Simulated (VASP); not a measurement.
Crystal: SiC.

```
Si C
1.0
     3.06055    0.15334   -0.08589
    -1.39748    2.57301    0.04685
    -0.14100    0.00739    5.09781
Si C
2 2
Direct
  0.33111 0.66594 0.00370
  0.66427 0.32998 0.50409
  0.33209 0.66675 0.37858
  0.67253 0.33733 0.88364
```

- Program: VASP 6.6.1
- Task: relaxation of cell and atoms
- Functional: r2SCAN
- Potentials or basis: VASP PAW PBE potentials, release 64 (Si, C)
- Cutoff: 600 eV
- k mesh: 12 × 12 × 4
- Occupations: gaussian, width 0.05 eV
- Spin: no spin polarisation

At the start: pressure 2.0 GPa; volume 10.30 Å³/atom.

Task: Where does the relaxation end?

Result: Over 15 steps the energy falls by 102.2 meV/atom and the volume is 10.32 Å³/atom (+0.2 %); space group P1 (No. 1, to 0.1 Å) before, P6_3mc (No. 186, to 0.1 Å).

Step by step:
| step | energy change (eV) | largest force (eV/Å) | pressure (GPa) | volume (Å³) |
| --- | --- | --- | --- | --- |
| 1 | 0.0000 | 1.3193 | 2.01 | 41.20 |
| 2 | -0.0969 | 2.2698 | 0.92 | 41.68 |
| 3 | -0.3444 | 1.0054 | -1.29 | 41.53 |
| 4 | -0.4016 | 0.4024 | 0.88 | 41.14 |
| 5 | -0.4036 | 0.3842 | 0.53 | 41.20 |
| 6 | -0.4054 | 0.3453 | -0.32 | 41.35 |
| 7 | -0.4083 | 0.0725 | 0.03 | 41.28 |
| 8 | -0.4087 | 0.0341 | -0.05 | 41.30 |
| 9 | -0.4087 | 0.0350 | -0.05 | 41.30 |
| 10 | -0.4088 | 0.0265 | 0.02 | 41.28 |
| 11 | -0.4088 | 0.0297 | 0.05 | 41.28 |
| 12 | -0.4089 | 0.0179 | 0.02 | 41.28 |
| 13 | -0.4089 | 0.0213 | -0.02 | 41.29 |
| 14 | -0.4089 | 0.0167 | -0.01 | 41.29 |
| 15 | -0.4089 | 0.0097 | 0.00 | 41.29 |

Final structure:
```cif
data_structure
_symmetry_space_group_name_H-M 'P 1'
_symmetry_Int_Tables_number 1
_cell_length_a 3.0736
_cell_length_b 3.0742
_cell_length_c 5.0459
_cell_angle_alpha 90.005
_cell_angle_beta 89.997
_cell_angle_gamma 120.009
_cell_volume 41.29
loop_
_atom_site_label
_atom_site_type_symbol
_atom_site_fract_x
_atom_site_fract_y
_atom_site_fract_z
_atom_site_occupancy
Si1 Si 0.33322 0.66664 0.00455 1
Si2 Si 0.66678 0.33334 0.50461 1
C1 C 0.33344 0.66673 0.38040 1
C2 C 0.66656 0.33330 0.88044 1
```

Caveat: the PAW data sets were made with another functional, which shifts forces and pressure a little.
